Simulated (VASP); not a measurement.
Here is a VASP 6.6.1 calculation.

POSCAR

```
SiC
1.0
    3.0766210100      0.0000000000      0.0000000000
   -1.5383105100      2.6644319500      0.0000000000
    0.0000000000      0.0000000000     15.0980843200
Si C
6 6
Direct
    0.3333333300      0.6666666700      0.8329861500
    0.6666666700      0.3333333300      0.3329861500
    0.6666666700      0.3333333300      0.6665006000
    0.3333333300      0.6666666700      0.1665006000
    0.0000000000      0.0000000000      0.4997294200
    0.0000000000      0.0000000000      0.9997294200
    0.0000000000      0.0000000000      0.8743664100
    0.0000000000      0.0000000000      0.3743664100
    0.3333333300      0.6666666700      0.7079967800
    0.6666666700      0.3333333300      0.2079967800
    0.6666666700      0.3333333300      0.5415216400
    0.3333333300      0.6666666700      0.0415216400
```

Contents of INCAR.step1:

```
PREC = Accurate ; ENCUT = 520
ISMEAR = 0 ; SIGMA = 0.1
LREAL = False ; LASPH = True
NELM = 100 ; NBANDS = 36
GGA = PE ; ALGO = Normal
EDIFF = 1E-4 ; LWAVE = True
LCHARG = False
```

INCAR.step2

```
PREC = Accurate ; ENCUT = 520
EDIFF = 1E-7 ; ISMEAR = 0
SIGMA = 0.1 ; LREAL = False
LASPH = True ; NELM = 100
ALGO = Normal ; ISIF = 2
LWAVE = False ; LCHARG = False
METAGGA = R2SCAN ; LMIXTAU = True
NBANDS = 36 ; ISTART = 1
```

The input KPOINTS:

```
Automatic mesh
0
Gamma
  6 6 2
```

Potentials or basis: VASP PAW PBE potentials, release 64 (Si, C).

The run is started by

```console
$ cat potpaw_PBE.64/Si/POTCAR potpaw_PBE.64/C/POTCAR > POTCAR
$ cp INCAR.step1 INCAR
$ mpirun -np 1 vasp_std > vasp.out
$ cp INCAR.step2 INCAR
$ mpirun -np 1 vasp_std > vasp.out
```

Problem. Estimate the band gap on the k mesh.

Solution. 2.40 eV, indirect (least direct gap 3.55 eV).

Problem. What does it give for the largest force?

Solution. 0.005 eV/Å.

Problem. Estimate the pressure.

Solution. 0.2 GPa.

Forces on the atoms (eV/Å):
```
Si   0.000  0.000  0.005
Si   0.000  0.000  0.005
Si   0.000  0.000  0.003
Si   0.000  0.000  0.003
Si   0.000  0.000  0.000
Si   0.000  0.000  0.000
C    0.000  0.000 -0.004
C    0.000  0.000 -0.004
C    0.000  0.000 -0.004
C    0.000  0.000 -0.004
C    0.000  0.000  0.000
C    0.000  0.000  0.000
```

Caveat: the PAW data sets were made with another functional, which shifts forces and pressure a little. r2SCAN opens gaps a little over a GGA but as a rule still falls short of measured ones.
